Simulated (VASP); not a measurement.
Write the native input for VASP 6.6.1 that does the following.

```yaml
Task: single point
Functional: PBE
Potentials_or_basis: VASP PAW PBE potentials, release 64 (Al, Mg)
Cutoff: 520 eV
k_mesh: 2 × 3 × 1
Occupations: gaussian, width 0.05 eV
Spin: no spin polarisation
Dipole_correction: no
Further_INCAR_settings: LREAL = Auto; ALGO = Normal; EDIFF = 1e-06; NBANDS = 39
```

The structure of MgAl16 lies in POSCAR:

```
MgAl16
1.0
    8.1000000000      0.0000000000      0.0000000000
    0.0000000000      5.7275650000      0.0000000000
    0.0000000000      0.0000000000     16.2956740000
Al Mg
16 1
Direct
    0.2500000000      0.2499999564      0.0613659797
    0.7500000000      0.2499999564      0.0613659797
    0.2500000000      0.7500000436      0.0613659797
    0.7500000000      0.7500000436      0.0613659797
    0.0017577778     -0.0019853114      0.1382616638
    0.4982000000     -0.0020025962      0.1382296921
    0.0001071605      0.4967442534      0.1379569817
    0.4998856790      0.4966772093      0.1380244843
    0.2499688889      0.2496252771      0.2279794012
    0.7498538272      0.2334859578      0.2278265385
    0.2499950617      0.7440378241      0.2212305548
    0.7498898765      0.7461549542      0.2283505426
    0.0067577778     -0.0116906574      0.3059334029
    0.4931174074     -0.0115317766      0.3059262231
   -0.0096149383      0.4829275617      0.3041343979
    0.5093437037      0.4833081772      0.3043134638
    0.2497161728      0.6747186632      0.3939252835
```

One way to write it, as run:

INCAR

```
SYSTEM = MgAl16
PREC = Accurate ; ENCUT = 520
EDIFF = 1E-6 ; ISMEAR = 0
SIGMA = 0.05 ; LREAL = Auto
LASPH = .True. ; NELM = 100
ALGO = Normal ; ISIF = 2
LWAVE = .False. ; LCHARG = .True.
GGA = PE ; LELF = .True.
LVHAR = .True. ; NBANDS = 39
```

KPOINTS

```
regular mesh
0
Gamma
  2 3 1
  0 0 0
```

Potentials or basis: VASP PAW PBE potentials, release 64 (Al, Mg).

The run is started by

```bash
$ cat potpaw_PBE.64/Al/POTCAR potpaw_PBE.64/Mg/POTCAR > POTCAR
$ mpirun -np 1 vasp_std > vasp.out
```

Results of the run:

The largest force is 0.325 eV/Å and the band gap on the k mesh is zero (bands 25 and 26 overlap by 0.32 eV).

Caveat: the k points lie up to 0.39 Å⁻¹ apart; there is no dipole correction, which matters where the two faces differ.

It took 5.9 min on 1 thread of Intel Xeon 8259CL, on a shared host, peak memory 0.7 GiB.
